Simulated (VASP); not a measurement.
Input of a VASP 6.6.1 run:

Contents of INCAR:

```
PREC = Accurate
ENCUT = 520
EDIFF = 1E-6
ISMEAR = 0
SIGMA = 0.05
LREAL = Auto
LASPH = True
NELM = 80
ALGO = Normal
ISIF = 2
LWAVE = False
LCHARG = False
LDIPOL = True
IDIPOL = 3
DIPOL = 0.5 0.5 0.502
GGA = PE
IVDW = 12
NBANDS = 106
```

Contents of KPOINTS:

```
regular mesh
0
Gamma
  3 3 1
```

Contents of POSCAR:

```
HfO2
1.0
    5.1260959495      0.0000000000      0.0000000000
    0.0000000000      5.2021810315      0.0000000000
    0.0000000000      0.0000000000     25.7472087261
O Hf
16 8
Direct
    0.6347922141      0.2419181661      0.3107132927
    0.5361300051      0.7580818339      0.3191816933
    0.1832406017      0.3358219371      0.3470858546
    0.0731427271      0.8358219371      0.3844285254
    0.7202533237      0.2580818339      0.4123326866
    0.6215911147      0.7419181661      0.4208010873
    0.2687017113      0.1641780629      0.4487052486
    0.1586038367      0.6641780629      0.4860479194
    0.8059420773      0.2460643752      0.5169383781
    0.7067389954      0.7615639889      0.5264729219
    0.3491442604      0.3320972748      0.5522397089
    0.2455561071      0.8350207805      0.5910990644
    0.8783699554      0.2748950108      0.6186650740
    0.7865197476      0.7638674383      0.6303318569
    0.4223970712      0.1807702820      0.6543948261
    0.3129573346      0.6861992271      0.6985298092
    0.8445046143      0.5424419733      0.3572637922
    0.4118787145      0.0424419733      0.3742505878
    0.9299657239      0.9575580267      0.4588831861
    0.4973398241      0.4575580267      0.4758699818
    0.0175367478      0.5413108606      0.5591979082
    0.5904578162      0.0520259301      0.5775653694
    0.1146507400      0.9534604195      0.6619401365
    0.6193644276      0.4853909494      0.6743191729
```

Potentials or basis: VASP PAW PBE potentials, release 64 (O, Hf_pv).

Launch:

```bash
$ cat potpaw_PBE.64/O/POTCAR potpaw_PBE.64/Hf_pv/POTCAR > POTCAR
$ mpirun -np 1 vasp_std > vasp.out
```

(1) What does it give for the band gap on the k mesh?

(2) Predict the largest force.

(3) What does it give for the dispersion energy per atom?

Answers

(1) zero (band 88 reaches -1.48 eV, above the bottom of band 89 at -1.51 eV).

(2) 4.358 eV/Å.

(3) -0.172 eV.

Caveat: the k points lie up to 0.41 Å⁻¹ apart; spin-orbit coupling is left out, which moves the levels of the heavy elements.
